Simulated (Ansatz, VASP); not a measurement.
**One calculation of Al, two programs**

```
Al
1.0
     1.42694    0.82384    6.90467
    -1.42694    0.82384    6.90467
     0.00000   -1.64768    6.90467
Al
3
Direct
  0.00000 0.00000 0.00000
  0.22241 0.22241 0.22241
  0.77759 0.77759 0.77759
```

Alike in both runs: functional PBEsol; k mesh 9 × 9 × 9; occupations gaussian, width 0.1 eV; no spin polarisation.

Ansatz relaxed the structure, and its values are those at the end. VASP's run is a single point on that final structure, the one shown.

```csv
,VASP,Ansatz
version,VASP 6.6.1,Ansatz 0.2.0
potentials or method,"VASP PAW PBE potentials, release 64 (Al), cutoff 500 eV","scalar-relativistic, plane waves, PAW"
valence electrons in the cell,9,9
```

VASP gave:

* gap on the k mesh at the Fermi level (eV): none
* pressure (GPa): 0.3

Problem. Estimate Ansatz's values.

Solution. gap on the k mesh at the Fermi level (eV): none; pressure (GPa): 0.2.

VASP's potentials were made for PBE, not for PBEsol. A gap of «none» marks a metal or a gap that the smearing closes.
